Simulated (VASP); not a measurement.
A run of VASP 6.6.1 is set up as follows.

File INCAR:

```
  PREC = Accurate
  ENCUT = 520
  EDIFF = 1E-6
  ISMEAR = 0
  SIGMA = 0.05
  LREAL = False
  LASPH = True
  NELM = 100
  ALGO = Normal
  ISIF = 2
  LWAVE = False
  LCHARG = False
  GGA = PE
  IVDW = 12
  NBANDS = 16
```

Contents of KPOINTS:

```
Automatic mesh
0
Gamma
  12 12 4
```

File POSCAR:

```
BN
1.0
    2.5061233057      0.0000000000      0.0000000000
   -1.2530616528      2.1703664477      0.0000000000
    0.0000000000      0.0000000000      6.5973571420
B N
2 2
Direct
   -0.0663482428     -0.1326964856      0.4708974373
    0.3333333333      0.6666666667      0.0000000000
    0.0000000000      0.0000000000      0.0000000000
    0.6666666667      0.3333333333      0.5000000000
```

Potentials or basis: VASP PAW PBE potentials, release 64 (B, N).

Run with:

```bash
$ cat potpaw_PBE.64/B/POTCAR potpaw_PBE.64/N/POTCAR > POTCAR
$ mpirun -np 1 vasp_std > vasp.out
```

Problem. What does it give for the pressure?

Solution. 19.2 GPa.

Problem. What does it give for the dispersion energy per atom?

Solution. -0.142 eV.

Problem. Estimate the largest force.

Solution. 18.531 eV/Å.

Problem. Predict the band gap on the k mesh.

Solution. 1.90 eV, indirect (least direct gap 3.32 eV).

Stress tensor (GPa, compression positive):
```
 -1.21   0.00   0.00
  0.00  60.00 -15.84
  0.00 -15.84  -1.05
```

Caveat: the cell differs from its parent crystal (atom 1 (B) moved by -0.288 Å along [1 2 0] and -0.192 Å along [0 0 1]); forces of over 1 eV/Å act on the atoms, so gaps and moduli don't describe the material at rest. A k mesh can miss the band edges.
